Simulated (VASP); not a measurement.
Input of a VASP 6.6.1 run:

Contents of INCAR:

```
PREC     = Accurate       # precision mode
ENCUT    = 520            # plane-wave cutoff, eV
EDIFF    = 1E-7           # SCF threshold, eV
ISMEAR   = 0              # smearing method
SIGMA    = 0.02           # smearing width, eV
LREAL    = False          # projectors in reciprocal space
LASPH    = True           # aspherical terms in the spheres
NELM     = 60             # most SCF steps
ALGO     = Normal         # electronic algorithm
ISIF     = 2              # what is computed and relaxed
LWAVE    = False          # write WAVECAR
LCHARG   = True           # write CHGCAR
GGA      = PE             # functional
LELF     = True           # ELF
LVHAR    = True         
NBANDS   = 26             # bands
```

KPOINTS

```
regular mesh
0
Gamma
  12 12 6
```

The input POSCAR:

```
GaN
1.0
    3.1540034014      0.0000000000      0.0000000000
   -1.5770017007      2.7314470692      0.0000000000
    0.0000000000      0.0000000000      5.2909917358
Ga N
2 2
Direct
    0.6666666667      0.3333333333      0.5015609224
    0.3333333333      0.6666666667      1.0015609224
    0.6666666667      0.3333333333      0.8734390776
    0.3333333333      0.6666666667      0.3734390776
```

Potentials or basis: VASP PAW PBE potentials, release 64 (Ga_d, N).

Command:

```sh
$ cat potpaw_PBE.64/Ga_d/POTCAR potpaw_PBE.64/N/POTCAR > POTCAR
$ mpirun -np 1 vasp_std > vasp.out
```

Problem. What does it give for the pressure?

Solution. 5.8 GPa.

Problem. What does it give for the band gap on the k mesh?

Solution. 1.79 eV, direct.

Stress tensor (GPa, compression positive):
```
8.70 0.00 0.00
0.00 8.70 0.00
0.00 0.00 0.04
```

Expect the measured gap to be larger: semilocal functionals such as PBE lack the derivative discontinuity.
